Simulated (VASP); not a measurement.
# Mg5O (F-43m) in VASP: single point with PBE

Aim: the single point of Mg5O with PBE.

Everything below comes from runs of VASP 6.6.1. Logs are shortened: lines on timing, memory, paths and dates and some standing lists are left out, and cuts for length are marked.

**1. The cell of the first run**

Symmetry: F-43m, No. 216, cubic system. The conventional cell has a = 8.627 Å, b = 8.627 Å, c = 8.627 Å, α = 90.00°, β = 90.00°, γ = 90.00°. Within 2.6 Å of Mg (site symmetry 3m) lie 1 O at 1.95 Å. Mg (site symmetry -43m) has 12 Mg at 3.56 Å and 6 O at 4.31 Å within 4.7 Å. O (site symmetry -43m) has 4 Mg at 1.95 Å within 2.6 Å.

**2. Single point, PBE**

INCAR

```
PREC = Accurate ; ENCUT = 600
EDIFF = 1E-6 ; ISMEAR = 0
SIGMA = 0.2 ; LREAL = F
LASPH = T ; NELM = 120
ALGO = Normal ; ISIF = 2
LWAVE = F ; LCHARG = F
GGA = PE ; NBANDS = 17
GGA_COMPAT = F
```

KPOINTS

```
regular mesh
0
Gamma
  4 4 4
```

POSCAR

```
Mg5O
1.0
    0.0000000000      4.3133904598      4.3133904598
    4.3133904598      0.0000000000      4.3133904598
    4.3133904598      4.3133904598      0.0000000000
Mg O
5 1
Direct
    0.1194572668      0.1194572668      0.1194572668
    0.1194572668      0.1194572668      0.6416281997
    0.1194572668      0.6416281997      0.1194572668
    0.6416281997      0.1194572668      0.1194572668
    0.7500000000      0.7500000000      0.7500000000
    0.2500000000      0.2500000000      0.2500000000
```

Potentials or basis: VASP PAW PBE potentials, release 64 (Mg, O).

Launch:

```console
$ cat potpaw_PBE.64/Mg/POTCAR potpaw_PBE.64/O/POTCAR > POTCAR
$ mpirun -np 1 vasp_std > vasp.out
```

OUTCAR:

```text
PREC = Accurate
   ENCUT = 600
   EDIFF = 1E-6
   ISMEAR = 0
   LREAL = F
   LASPH = T
   NELM = 120
   ISIF = 2
   GGA = PE

 ion  position               nearest neighbor table
   1  0.119  0.119  0.119-   6 1.95   3 2.91   4 2.91   2 2.91   3 3.19   2 3.19   4 3.19   5 3.56
                             5 3.56   5 3.56
   2  0.119  0.119  0.642-   6 1.95   3 2.91   4 2.91   1 2.91   4 3.19   3 3.19   1 3.19   5 3.56
                             5 3.56   5 3.56
   3  0.119  0.642  0.119-   6 1.95   2 2.91   4 2.91   1 2.91   4 3.19   2 3.19   1 3.19   5 3.56
                             5 3.56   5 3.56
   4  0.642  0.119  0.119-   6 1.95   2 2.91   3 2.91   1 2.91   3 3.19   2 3.19   1 3.19   5 3.56
                             5 3.56   5 3.56
   5  0.750  0.750  0.750-   3 3.56   4 3.56   2 3.56   4 3.56   2 3.56   3 3.56   1 3.56   1 3.56
                             1 3.56   2 3.56   3 3.56   4 3.56
   6  0.250  0.250  0.250-   1 1.95   2 1.95   3 1.95   4 1.95

  LATTYP: Found a face centered cubic cell.
 ALAT       =     8.6267809196

  Lattice vectors:

 A1 = (   0.0000000000,   4.3133904598,   4.3133904598)
 A2 = (   4.3133904598,   0.0000000000,   4.3133904598)
 A3 = (   4.3133904598,   4.3133904598,   0.0000000000)

Analysis of symmetry for initial positions (statically):
=====================================================================
 Subroutine PRICEL returns:
 Original cell was already a primitive cell.

 Routine SETGRP: Setting up the symmetry group for a
 face centered cubic supercell.

 Subroutine GETGRP returns: Found 24 space group operations
 (whereof 24 operations were pure point group operations)
 out of a pool of 48 trial point group operations.

The static configuration has the point symmetry T_d .

Analysis of symmetry for dynamics (positions and initial velocities):
=====================================================================
 Subroutine PRICEL returns:
 Original cell was already a primitive cell.

 Routine SETGRP: Setting up the symmetry group for a
 face centered cubic supercell.

 Subroutine GETGRP returns: Found 24 space group operations
 (whereof 24 operations were pure point group operations)
 out of a pool of 48 trial point group operations.

The dynamic configuration has the point symmetry T_d .

 Subroutine INISYM returns: Found 24 space group operations
 (whereof 24 operations are pure point group operations),
 and found     1 'primitive' translations

----------------------------------------------------------------------------------------

                                     Primitive cell

  volume of cell :     160.5042

  direct lattice vectors                    reciprocal lattice vectors
     0.000000000  4.313390460  4.313390460    -0.115918094  0.115918094  0.115918094
     4.313390460  0.000000000  4.313390460     0.115918094 -0.115918094  0.115918094
     4.313390460  4.313390460  0.000000000     0.115918094  0.115918094 -0.115918094

  length of vectors
     6.100055288  6.100055288  6.100055288     0.200776028  0.200776028  0.200776028

  position of ions in fractional coordinates (direct lattice)
     0.119457267  0.119457267  0.119457267
     0.119457267  0.119457267  0.641628200
     0.119457267  0.641628200  0.119457267
     0.641628200  0.119457267  0.119457267
     0.750000000  0.750000000  0.750000000
     0.250000000  0.250000000  0.250000000

  ion indices of the primitive-cell ions
   primitive index   ion index
                 1           1
                 2           2
                 3           3
                 4           4
                 5           5
                 6           6

----------------------------------------------------------------------------------------

 KPOINTS: regular mesh

Automatic generation of k-mesh.
 Grid dimensions read from file:
 generate k-points for:    4    4    4

 Generating k-lattice:

  Cartesian coordinates                     Fractional coordinates (reciprocal lattice)
    -0.028979523  0.028979523  0.028979523     0.250000000  0.000000000  0.000000000
     0.028979523 -0.028979523  0.028979523     0.000000000  0.250000000  0.000000000
     0.028979523  0.028979523 -0.028979523     0.000000000  0.000000000  0.250000000

  Length of vectors
     0.050194007  0.050194007  0.050194007

  Shift w.r.t. Gamma in fractional coordinates (k-lattice)
     0.000000000  0.000000000  0.000000000

 Subroutine IBZKPT returns following result:
 ===========================================

 Found      8 irreducible k-points:

 Following reciprocal coordinates:
            Coordinates               Weight
  0.000000  0.000000  0.000000      1.000000
  0.250000  0.000000  0.000000      8.000000
  0.500000  0.000000  0.000000      4.000000
  0.250000  0.250000  0.000000      6.000000
  0.500000  0.250000  0.000000     24.000000
 -0.250000  0.250000  0.000000     12.000000
  0.500000  0.500000  0.000000      3.000000
 -0.250000  0.500000  0.250000      6.000000
   k-points           NKPTS =      8   k-points in BZ     NKDIM =      8   number of bands    NBANDS=     17
   number of dos      NEDOS =    301   number of ions     NIONS =      6
   total plane-waves  NPLWV = 125000
   dimension x,y,z NGX =    50 NGY =   50 NGZ =   50
   dimension x,y,z NGXF=   100 NGYF=  100 NGZF=  100
   ions per type =               5   1
   NGX,Y,Z   is equivalent  to a cutoff of  13.63, 13.63, 13.63 a.u.
   NGXF,Y,Z  is equivalent  to a cutoff of  27.25, 27.25, 27.25 a.u.
 SYSTEM =  unknown system
   PREC   = accura    normal or accurate (medium, high low for compatibility)
   ISTART =      0    job   : 0-new  1-cont  2-samecut
   ICHARG =      2    charge: 1-file 2-atom 10-const
   ISPIN  =      1    spin polarized calculation?
   LNONCOLLINEAR =      F non collinear calculations
   LSORBIT =      F    spin-orbit coupling
   LASPH  =      T    aspherical Exc in radial PAW
   ENCUT  =  600.0 eV  44.10 Ry    6.64 a.u.  12.18 12.18 12.18*2*pi/ulx,y,z
   NELM   =    120;   NELMIN=  2; NELMDL= -5     # of ELM steps
   EDIFF  = 0.1E-05   stopping-criterion for ELM
   LREAL  =      F    real-space projection
   EDIFFG = 0.1E-04   stopping-criterion for IOM
   NSW    =      0    number of steps for IOM
   IBRION =     -1    ionic relax: 0-MD 1-quasi-New 2-CG
   NFREE  =      0    steps in history (QN), initial steepest desc. (CG)
   ISIF   =      2    stress and relaxation
   ISYM   =      2    0-nonsym 1-usesym 2-fastsym
   POTIM  = 0.5000    time-step for ionic-motion
   TEBEG  =    0.0;   TEEND  =   0.0 temperature during run
   PSTRESS=    0.0 pullay stress
   NELECT =      16.0000    total number of electrons
   NUPDOWN=      -1.0000    fix difference up-down
   EMIN   =  10.00;   EMAX   =-10.00  energy-range for DOS
   EFERMI =   0.00;   METHOD = LEGACY
   ISMEAR =     0;   SIGMA  =   0.20  broadening in eV -4-tet -1-fermi 0-gaus
   EFERMI_NEDOS =   21; number of points for ismear=-14 and -15
   IALGO  =     38    algorithm
   IMIX   =      4    mixing-type and parameters
     AMIX     =   0.40;   BMIX     =  1.00
     AMIX_MAG =   1.60;   BMIX_MAG =  1.00
  volume/ion in A,a.u.               =      26.75       180.52
  Fermi-wavevector in a.u.,A,eV,Ry     =   0.759077  1.434448  7.839656  0.576198
  Thomas-Fermi vector in A             =   1.857791
   LORBIT       =      0    0 simple, 1 ext, 2 COOP (PROOUT), +10 PAW based schemes
   GGA     = PE    functional components
   LHFCALC =     F    Hartree Fock is set to
   AEXX    =    0.0000 exact exchange contribution
   IVDW    =     0    specifies the selected vdW correction
   LEPSILON=     F    determine dielectric tensor
   LRPA    =     F    only Hartree local field effects (RPA)
 non-spin polarized calculation
 Gauss-broadening in eV      SIGMA  =   0.20
  energy-cutoff  :      600.00
  volume of cell :      160.50
 maximum number of plane-waves:      5396
 NGX is ok and might be reduce to    50
   NGX = 25   NGY = 25   NGZ = 25

 number of electron      15.9999998 magnetization

 Free energy of the ion-electron system (eV)
  ---------------------------------------------------
  ext. energy  EPLUGINS =         0.00000000
  ---------------------------------------------------
  free energy    TOTEN  =       -15.69200382 eV

  energy without entropy =      -15.65464067  energy(sigma->0) =      -15.67332225

 E-fermi :   1.3009     XC(G=0):  -7.4697

 val. band max:        1.2809353809   @ k =   0.5000   0.5000   0.0000
 cond. band min:       1.3379844832   @ k =   0.5000   0.0000   0.0000
 fundamental gap:      0.0570491023
 Fermi energy:         1.3009370700

 k-point     1 :       0.0000    0.0000    0.0000
  band No.  band energies     occupation
      1     -18.0679      2.00000
      2      -4.0818      2.00000
      3      -4.0818      2.00000
      4      -4.0818      2.00000
      5      -3.8877      2.00000
      6       1.2537      1.26153
[... 9 lines left out ...]
     16       6.0585      0.00000
     17       6.0585      0.00000

 k-point     2 :       0.2500    0.0000    0.0000
  band No.  band energies     occupation
      1     -18.0669      2.00000
      2      -4.3807      2.00000
      3      -4.0925      2.00000
      4      -4.0925      2.00000
      5      -3.2789      2.00000
      6      -0.3679      2.00000
[... 9 lines left out ...]
     16       6.0425      0.00000
     17       6.8665      0.00000

 k-point     3 :       0.5000    0.0000    0.0000
  band No.  band energies     occupation
      1     -18.0658      2.00000
      2      -4.4897      2.00000
      3      -4.1031      2.00000
      4      -4.1031      2.00000
      5      -2.6337      2.00000
      6      -1.4008      2.00000
[... 9 lines left out ...]
     16       5.8293      0.00000
     17       6.2537      0.00000

 k-point     4 :       0.2500    0.2500    0.0000
  band No.  band energies     occupation
      1     -18.0665      2.00000
      2      -4.3765      2.00000
      3      -4.1199      2.00000
      4      -4.1199      2.00000
      5      -3.1321      2.00000
      6      -0.4667      2.00000
[... 9 lines left out ...]
     16       6.4588      0.00000
     17       6.4588      0.00000

 k-point     5 :       0.5000    0.2500    0.0000
  band No.  band energies     occupation
      1     -18.0655      2.00000
      2      -4.4235      2.00000
      3      -4.1799      2.00000
      4      -4.1309      2.00000
      5      -2.4847      2.00000
      6      -1.2746      2.00000
[... 9 lines left out ...]
     16       6.1007      0.00000
     17       6.6375      0.00000

 k-point     6 :      -0.2500    0.2500    0.0000
  band No.  band energies     occupation
      1     -18.0658      2.00000
      2      -4.4207      2.00000
      3      -4.1828      2.00000
      4      -4.1037      2.00000
      5      -2.7152      2.00000
      6      -0.9367      2.00000
[... 9 lines left out ...]
     16       6.2818      0.00000
     17       6.9458      0.00000

 k-point     7 :       0.5000    0.5000    0.0000
  band No.  band energies     occupation
      1     -18.0651      2.00000
      2      -4.4251      2.00000
      3      -4.1583      2.00000
      4      -4.1583      2.00000
      5      -2.1785      2.00000
      6      -1.7397      2.00000
[... 9 lines left out ...]
     16       6.0874      0.00000
     17       6.7604      0.00000

 k-point     8 :      -0.2500    0.5000    0.2500
  band No.  band energies     occupation
      1     -18.0651      2.00000
      2      -4.3817      2.00000
      3      -4.2045      2.00000
      4      -4.1826      2.00000
      5      -2.1822      2.00000
      6      -1.4272      2.00000
[... 9 lines left out ...]
     16       6.6328      0.00000
     17       7.4358      0.00000

------------------------ aborting loop because EDIFF is reached ----------------------------------------

  FORCE on cell =-STRESS in cart. coord.  units (eV):
  Direction    XX          YY          ZZ          XY          YZ          ZX
  --------------------------------------------------------------------------------------
  -------------------------------------------------------------------------------------
  Total       -0.3284028     -0.3284028     -0.3284028      0.0000000      0.0000000     -0.0000000
  in kB       -3.2781671     -3.2781671     -3.2781671      0.0000000      0.0000000     -0.0000000
  external PRESSURE =      -3.2781671 kB  Pullay stress =       0.0000000 kB

 VOLUME and BASIS-vectors are now :
 -----------------------------------------------------------------------------
  energy-cutoff  :      600.00
  volume of cell :      160.50
      direct lattice vectors                 reciprocal lattice vectors
     0.000000000  4.313390460  4.313390460    -0.115918094  0.115918094  0.115918094
     4.313390460  0.000000000  4.313390460     0.115918094 -0.115918094  0.115918094
     4.313390460  4.313390460  0.000000000     0.115918094  0.115918094 -0.115918094

 POSITION                                       TOTAL-FORCE (eV/Angst)
 -----------------------------------------------------------------------------------
      1.03053      1.03053      1.03053         0.003607      0.003607      0.003607
      3.28286      3.28286      1.03053        -0.003607     -0.003607      0.003607
      3.28286      1.03053      3.28286        -0.003607      0.003607     -0.003607
      1.03053      3.28286      3.28286         0.003607     -0.003607     -0.003607
      6.47009      6.47009      6.47009        -0.000000     -0.000000     -0.000000
      2.15670      2.15670      2.15670        -0.000000     -0.000000     -0.000000
 -----------------------------------------------------------------------------------
    total drift:                                0.000000      0.000000     -0.000000

  FREE ENERGIE OF THE ION-ELECTRON SYSTEM (eV)
  ---------------------------------------------------
  free  energy   TOTEN  =       -15.6920038201 eV

  energy  without entropy=      -15.6546406736  energy(sigma->0) =      -15.67332225
```

Run time: 47 s. Hardware: 1 thread of Intel Xeon Platinum 8259CL at 2.50GHz (Skylake/Cascade Lake), shared host; peak memory 0.33 GiB.

What came out:

```
Free energy            : -15.6920 eV
Pressure               : -0.3 GPa
Largest force          : 0.006 eV/Å
Band gap on the k mesh : zero (band 8 reaches 1.42 eV, above the bottom of band 9 at 1.28 eV)
```

Forces in eV/Å, atoms in the order of the input:
```
Mg   0.004  0.004  0.004
Mg  -0.004 -0.004  0.004
Mg  -0.004  0.004 -0.004
Mg   0.004 -0.004 -0.004
Mg   0.000  0.000  0.000
O    0.000  0.000  0.000
```
